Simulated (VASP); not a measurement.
TaN:

```
Ta N
1.0
     0.00000    2.49114    2.49114
     2.49114    0.00000    2.49114
     2.49114    2.49114    0.00000
Ta N
1 1
Direct
  0.00000 0.00000 0.00000
  0.25000 0.25000 0.25000
```

Base run:

| Item | Value |
| --- | --- |
| Program | VASP 6.6.1 |
| Functional | PBE |
| Potentials or basis | VASP PAW PBE potentials, release 64 (Ta_pv, N) |
| Cutoff | 520 eV |
| k mesh | 9 × 9 × 9 |
| Occupations | fermi-dirac, width 0.05 eV |
| Spin | no spin polarisation |

Its results: band gap on the k mesh zero (band 8 reaches 5.96 eV, above the bottom of band 9 at 5.47 eV); pressure -25.3 GPa.

Problem. The run is repeated on the same cell with these changes: k mesh from 9 × 9 × 9 to 4 × 4 × 4; further incar settings from ALGO = Normal; EDIFF = 1e-07; NBANDS = 15 to ALGO = Normal; EDIFF = 1e-06; NBANDS = 15. What comes out?

Solution. Band gap on the k mesh zero (band 8 reaches 5.84 eV, above the bottom of band 9 at 5.42 eV); pressure -24.8 GPa.

Caveats: some runs use coarse meshes; spin-orbit coupling is left out, which moves the levels of the heavy elements.
